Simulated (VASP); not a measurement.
# Hf (Im-3m) in VASP: a series of runs, part 2 of 3

VASP 6.6.1. The steps go on from the part before.

## Step 3: Electric field gradients, PBEsol (volume scaled by 1.06)

Input file INCAR:

```
  ALGO = Normal
  EDIFF = 1E-8
  ENCUT = 520
  GGA = PS
  ISIF = 2
  ISMEAR = -1
  LASPH = T
  LCHARG = F
  LEFG = T
  LREAL = F
  LWAVE = F
  NBANDS = 11
  NELM = 80
  PREC = Accurate
  SIGMA = 0.08
```

Input file KPOINTS:

```
k-points
0
Gamma
  16 16 16
```

Input file POSCAR:

```
Hf
1.0
   -1.8404011445      1.8404011445      1.8404011445
    1.8404011445     -1.8404011445      1.8404011445
    1.8404011445      1.8404011445     -1.8404011445
Hf
1
Direct
    0.0000000000      0.0000000000      0.0000000000
```

Potentials or basis: VASP PAW PBE potentials, release 64 (Hf_pv).

Started as:

```sh
$ cat potpaw_PBE.64/Hf_pv/POTCAR > POTCAR
$ mpirun -np 1 vasp_std > vasp.out
```

OUTCAR:

```text
EDIFF = 1E-8
   ENCUT = 520
   GGA = PS
   ISIF = 2
   ISMEAR = -1
   LASPH = T
   LREAL = F
   NELM = 80
   PREC = Accurate

 ion  position               nearest neighbor table
   1  0.000  0.000  0.000-

  LATTYP: Found a body centered cubic cell.
 ALAT       =     3.6808022890

  Lattice vectors:

 A1 = (  -1.8404011445,   1.8404011445,   1.8404011445)
 A2 = (   1.8404011445,  -1.8404011445,   1.8404011445)
 A3 = (   1.8404011445,   1.8404011445,  -1.8404011445)

Analysis of symmetry for initial positions (statically):
=====================================================================
 Subroutine PRICEL returns:
 Original cell was already a primitive cell.

 Routine SETGRP: Setting up the symmetry group for a
 body centered cubic supercell.

 Subroutine GETGRP returns: Found 48 space group operations
 (whereof 48 operations were pure point group operations)
 out of a pool of 48 trial point group operations.

The static configuration has the point symmetry O_h .

Analysis of symmetry for dynamics (positions and initial velocities):
=====================================================================
 Subroutine PRICEL returns:
 Original cell was already a primitive cell.

 Routine SETGRP: Setting up the symmetry group for a
 body centered cubic supercell.

 Subroutine GETGRP returns: Found 48 space group operations
 (whereof 48 operations were pure point group operations)
 out of a pool of 48 trial point group operations.

The dynamic configuration has the point symmetry O_h .
[... 159 lines left out ...]
      5       5.1329      0.00000
      6       5.1329      0.00000
      7       5.1329      0.00000
      8       7.6213      0.00000
      9       7.6213      0.00000
     10      16.5309      0.00000
     11      16.5309      0.00000
[... 309 lines left out ...]
 k-point    24 :       0.2500    0.1875    0.0000
  band No.  band energies     occupation
      1     -26.9315      2.00000
      2     -26.6716      2.00000
      3     -26.5348      2.00000
      4       0.6382      2.00000
      5       3.3733      1.97716
      6       3.7877      0.65484
      7       7.0996      0.00000
      8       8.1805      0.00000
      9       9.4242      0.00000
     10      13.4412      0.00000
     11      16.1894      0.00000

 [... further k-points ...]

------------------------ aborting loop because EDIFF is reached ----------------------------------------

  FORCE on cell =-STRESS in cart. coord.  units (eV):
  Direction    XX          YY          ZZ          XY          YZ          ZX
  --------------------------------------------------------------------------------------
  -------------------------------------------------------------------------------------
  Total       -2.0415092     -2.0415092     -2.0415092      0.0000000      0.0000000      0.0000000
  in kB     -131.1790426   -131.1790426   -131.1790426      0.0000000      0.0000000      0.0000000
  external PRESSURE =    -131.1790426 kB  Pullay stress =       0.0000000 kB

 VOLUME and BASIS-vectors are now :
 -----------------------------------------------------------------------------
  energy-cutoff  :      520.00
  volume of cell :       24.93
      direct lattice vectors                 reciprocal lattice vectors
    -1.840401144  1.840401144  1.840401144     0.000000000  0.271679901  0.271679901
     1.840401144 -1.840401144  1.840401144     0.271679901  0.000000000  0.271679901
     1.840401144  1.840401144 -1.840401144     0.271679901  0.271679901  0.000000000

 POSITION                                       TOTAL-FORCE (eV/Angst)
 -----------------------------------------------------------------------------------
      0.00000      0.00000      0.00000        -0.000000     -0.000000     -0.000000
 -----------------------------------------------------------------------------------
    total drift:                                0.000000      0.000000      0.000000

  FREE ENERGIE OF THE ION-ELECTRON SYSTEM (eV)
  ---------------------------------------------------
  free  energy   TOTEN  =       -10.1840646229 eV

  energy  without entropy=      -10.1358892710  energy(sigma->0) =      -10.15997695

 Electric field gradients (V/A^2)
---------------------------------------------------------------------
 ion       V_xx      V_yy      V_zz      V_xy      V_xz      V_yz
---------------------------------------------------------------------
   1       0.000     0.000    -0.000     0.000     0.000     0.000
---------------------------------------------------------------------

 Electric field gradients after diagonalization (V/A^2)
 (convention: |V_zz| > |V_xx| > |V_yy|)
----------------------------------------------------------------------
 ion       V_xx      V_yy      V_zz     asymmetry (V_yy - V_xx)/ V_zz
----------------------------------------------------------------------
   1      -0.000    -0.000     0.000       0.000
----------------------------------------------------------------------

           NMR quadrupolar parameters

 Cq : quadrupolar parameter    Cq=e*Q*V_zz/h
 eta: asymmetry parameters     (V_yy - V_xx)/ V_zz
 Q  : nuclear electric quadrupole moment in mb (millibarn)
----------------------------------------------------------------------
 ion       Cq(MHz)       eta       Q (mb)
----------------------------------------------------------------------
   1       0.000       0.000       1.000
----------------------------------------------------------------------
```

OSZICAR:

```text
N       E                     dE             d eps       ncg     rms          rms(c)
DAV:   1     0.121459352122E+02    0.12146E+02   -0.57179E+03  3214   0.830E+02
DAV:   2    -0.101605267119E+02   -0.22306E+02   -0.21618E+02  4137   0.151E+02
DAV:   3    -0.106482541267E+02   -0.48773E+00   -0.47970E+00  3929   0.153E+01
DAV:   4    -0.106506503991E+02   -0.23963E-02   -0.23957E-02  3650   0.132E+00
DAV:   5    -0.106506665278E+02   -0.16129E-04   -0.16128E-04  4070   0.940E-02    0.434E+01
DAV:   6    -0.102948001443E+02    0.35587E+00   -0.31184E-01  3502   0.388E+00    0.245E+01
DAV:   7    -0.101886598186E+02    0.10614E+00   -0.37152E-01  3598   0.410E+00    0.107E+00
DAV:   8    -0.101841056714E+02    0.45541E-02   -0.25515E-02  3493   0.113E+00    0.142E-01
DAV:   9    -0.101840605846E+02    0.45087E-04   -0.40435E-04  3848   0.176E-01    0.541E-02
DAV:  10    -0.101840651598E+02   -0.45752E-05   -0.25904E-05  3976   0.377E-02    0.308E-02
DAV:  11    -0.101840646870E+02    0.47280E-06   -0.34754E-06  3836   0.137E-02    0.146E-03
DAV:  12    -0.101840646679E+02    0.19145E-07   -0.53546E-08  3786   0.210E-03    0.166E-03
DAV:  13    -0.101840646210E+02    0.46893E-07   -0.26797E-09  2264   0.432E-04    0.546E-05
DAV:  14    -0.101840646229E+02   -0.18994E-08   -0.28688E-10  2009   0.155E-04
   1 F= -.10184065E+02 E0= -.10159977E+02  d E =-.481754E-01
```

stdout:

```text
POSCAR found type information on POSCAR Hf
 POSCAR found :  1 types and       1 ions
 scaLAPACK will be used
 -----------------------------------------------------------------------------
|                                                                             |
|                                                                             |
|     You enforced a specific xc type in the INCAR file but a different       |
|     I HOPE YOU KNOW WHAT YOU ARE DOING!                                     |
|                                                                             |
 -----------------------------------------------------------------------------

 LDA part: xc-table for (Slater+PW92), standard interpolation
 POSCAR, INCAR and KPOINTS ok, starting setup
 FFT: planning ... GRIDC
 FFT: planning ... GRID_SOFT
 FFT: planning ... GRID
 WAVECAR not read
 entering main loop
ion   1
```

Run time: 12 s. Hardware: 1 thread of Intel Xeon 6975P-C (Granite Rapids), shared host; peak memory 0.16 GiB.

Results:

```
Free energy            : -10.1841 eV
Pressure               : -13.1 GPa
Band gap on the k mesh : zero (band 5 reaches 5.13 eV, above the bottom of band 6 at 3.05 eV)
```

Levels at points of the mesh, in eV from the Fermi level:
| k point | band 3 | band 4 | band 5 | band 6 | band 7 | band 8 |
| --- | --- | --- | --- | --- | --- | --- |
| (0.00, 0.00, 0.00) | -30.22 | -6.69 | 1.40 | 1.40 | 1.40 | 3.89 |
| (0.50, 0.00, 0.00) | -30.22 | -3.08 | -0.36 | 0.73 | 3.66 | 4.56 |
| (0.50, 0.50, 0.50) | -30.62 | -2.15 | -2.15 | 5.98 | 5.98 | 5.98 |

Caveat: without QUAD_EFG the Cq values of the log hold for a quadrupole moment of 1 mb, not for the nuclei; the PAW data sets were made with another functional, which shifts forces and pressure a little; spin-orbit coupling is left out, which moves the levels of the heavy elements.

## Step 4: Electric field gradients, PBEsol (volume scaled by 0.94)

Input file INCAR:

```
SYSTEM = Hf
  ALGO = Normal
  EDIFF = 1E-8
  ENCUT = 520
  GGA = PS
  ISIF = 2
  ISMEAR = -1
  LASPH = .True.
  LCHARG = .False.
  LEFG = .True.
  LREAL = .False.
  LWAVE = .False.
  NBANDS = 11
  NELM = 80
  PREC = Accurate
  SIGMA = 0.08
```

Input file KPOINTS:

```
k-points
0
Gamma
  16 16 16
  0 0 0
```

Input file POSCAR:

```
Hf
1.0
   -1.7681529262      1.7681529262      1.7681529262
    1.7681529262     -1.7681529262      1.7681529262
    1.7681529262      1.7681529262     -1.7681529262
Hf
1
Direct
    0.0000000000      0.0000000000      0.0000000000
```

Potentials or basis: VASP PAW PBE potentials, release 64 (Hf_pv).

Started as:

```sh
$ cat potpaw_PBE.64/Hf_pv/POTCAR > POTCAR
$ mpirun -np 1 vasp_std > vasp.out
```

OUTCAR:

```text
SYSTEM = Hf
   EDIFF = 1E-8
   ENCUT = 520
   GGA = PS
   ISIF = 2
   ISMEAR = -1
   LASPH = .True.
   LREAL = .False.
   NELM = 80
   PREC = Accurate

 ion  position               nearest neighbor table
   1  0.000  0.000  0.000-

  LATTYP: Found a body centered cubic cell.
 ALAT       =     3.5363058524

  Lattice vectors:

 A1 = (  -1.7681529262,   1.7681529262,   1.7681529262)
 A2 = (   1.7681529262,  -1.7681529262,   1.7681529262)
 A3 = (   1.7681529262,   1.7681529262,  -1.7681529262)

Analysis of symmetry for initial positions (statically):
=====================================================================
 Subroutine PRICEL returns:
 Original cell was already a primitive cell.

 Routine SETGRP: Setting up the symmetry group for a
 body centered cubic supercell.

 Subroutine GETGRP returns: Found 48 space group operations
 (whereof 48 operations were pure point group operations)
 out of a pool of 48 trial point group operations.

The static configuration has the point symmetry O_h .

Analysis of symmetry for dynamics (positions and initial velocities):
=====================================================================
 Subroutine PRICEL returns:
 Original cell was already a primitive cell.

 Routine SETGRP: Setting up the symmetry group for a
 body centered cubic supercell.

 Subroutine GETGRP returns: Found 48 space group operations
 (whereof 48 operations were pure point group operations)
 out of a pool of 48 trial point group operations.

The dynamic configuration has the point symmetry O_h .

 Subroutine INISYM returns: Found 48 space group operations
[... 159 lines left out ...]
      9       8.8419      0.00000
     10      17.8272      0.00000
     11      17.8710      0.00000
[... 309 lines left out ...]
 k-point    24 :       0.2500    0.1875    0.0000
  band No.  band energies     occupation
      1     -25.9135      2.00000
      2     -25.5182      2.00000
      3     -25.3135      2.00000
      4       1.3194      2.00000
      5       4.0247      1.99401
      6       4.5286      0.75918
      7       8.2512      0.00000
      8       9.5757      0.00000
      9      11.0322      0.00000
     10      15.6157      0.00000
     11      17.7937      0.00000

 [... further k-points ...]

------------------------ aborting loop because EDIFF is reached ----------------------------------------

  FORCE on cell =-STRESS in cart. coord.  units (eV):
  Direction    XX          YY          ZZ          XY          YZ          ZX
  --------------------------------------------------------------------------------------
  -------------------------------------------------------------------------------------
  Total       -0.5555522     -0.5555522     -0.5555522      0.0000000     -0.0000000      0.0000000
  in kB      -40.2546441    -40.2546441    -40.2546441      0.0000000     -0.0000000      0.0000000
  external PRESSURE =     -40.2546441 kB  Pullay stress =       0.0000000 kB

 VOLUME and BASIS-vectors are now :
 -----------------------------------------------------------------------------
  energy-cutoff  :      520.00
  volume of cell :       22.11
      direct lattice vectors                 reciprocal lattice vectors
    -1.768152926  1.768152926  1.768152926     0.000000000  0.282780970  0.282780970
     1.768152926 -1.768152926  1.768152926     0.282780970  0.000000000  0.282780970
     1.768152926  1.768152926 -1.768152926     0.282780970  0.282780970  0.000000000

 POSITION                                       TOTAL-FORCE (eV/Angst)
 -----------------------------------------------------------------------------------
      0.00000      0.00000      0.00000        -0.000000      0.000000     -0.000000
 -----------------------------------------------------------------------------------
    total drift:                               -0.000000      0.000000      0.000000

  FREE ENERGIE OF THE ION-ELECTRON SYSTEM (eV)
  ---------------------------------------------------
  free  energy   TOTEN  =       -10.3422774897 eV

  energy  without entropy=      -10.3029919507  energy(sigma->0) =      -10.32263472

 Electric field gradients (V/A^2)
---------------------------------------------------------------------
 ion       V_xx      V_yy      V_zz      V_xy      V_xz      V_yz
---------------------------------------------------------------------
   1       0.000    -0.000    -0.000    -0.000    -0.000    -0.000
---------------------------------------------------------------------

 Electric field gradients after diagonalization (V/A^2)
 (convention: |V_zz| > |V_xx| > |V_yy|)
----------------------------------------------------------------------
 ion       V_xx      V_yy      V_zz     asymmetry (V_yy - V_xx)/ V_zz
----------------------------------------------------------------------
   1       0.000     0.000    -0.001       0.000
----------------------------------------------------------------------

           NMR quadrupolar parameters

 Cq : quadrupolar parameter    Cq=e*Q*V_zz/h
 eta: asymmetry parameters     (V_yy - V_xx)/ V_zz
 Q  : nuclear electric quadrupole moment in mb (millibarn)
----------------------------------------------------------------------
 ion       Cq(MHz)       eta       Q (mb)
----------------------------------------------------------------------
   1      -0.000       0.000       1.000
----------------------------------------------------------------------
```

Run time: 14 s. Hardware: 1 thread of Intel Xeon 6975P-C (Granite Rapids), shared host; peak memory 0.15 GiB.

Results:

```
Free energy            : -10.3423 eV
Pressure               : -4.0 GPa
Band gap on the k mesh : zero (band 5 reaches 6.01 eV, above the bottom of band 6 at 3.73 eV)
```

Caveat: without QUAD_EFG the Cq values of the log hold for a quadrupole moment of 1 mb, not for the nuclei; the PAW data sets were made with another functional, which shifts forces and pressure a little; spin-orbit coupling is left out, which moves the levels of the heavy elements.

(Part 2 of 3 ends here.)
